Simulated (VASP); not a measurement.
Input of a VASP 6.6.1 run:

INCAR

```
SYSTEM = O
PREC = Accurate ; ENCUT = 520
EDIFF = 1E-6 ; ISMEAR = 0
SIGMA = 0.01 ; LREAL = .FALSE.
LASPH = .TRUE. ; NELM = 150
ALGO = Normal ; ISIF = 2
LWAVE = .FALSE. ; LCHARG = .FALSE.
ISPIN = 2 ; MAGMOM = 1 1
LORBIT = 11 ; NUPDOWN = 2.0
GGA = CA ; IBRION = 2
NSW = 80 ; EDIFFG = -0.01
```

The input KPOINTS:

```
regular mesh
0
G
  1 1 1
  0 0 0
```

POSCAR

```
O
1.0
   12.0000000000      0.0000000000      0.0000000000
    0.0000000000     12.5000000000      0.0000000000
    0.0000000000      0.0000000000     13.0000000000
O
2
Direct
    0.4500000000      0.4700000000      0.4526923077
    0.4500000000      0.4700000000      0.5473076923
```

Potentials or basis: VASP PAW LDA potentials, release 64 (O).

Run with:

```sh
$ cat potpaw_LDA.64/O/POTCAR > POTCAR
$ mpirun -np 1 vasp_gam > vasp.out
```

(1) Estimate the energy gained by relaxing.

Answers

(1) 1.5 meV/atom.

Caveat: the standard files for N, O and F lose accuracy on very short bonds; the total moment is fixed, so each spin has its own Fermi level.
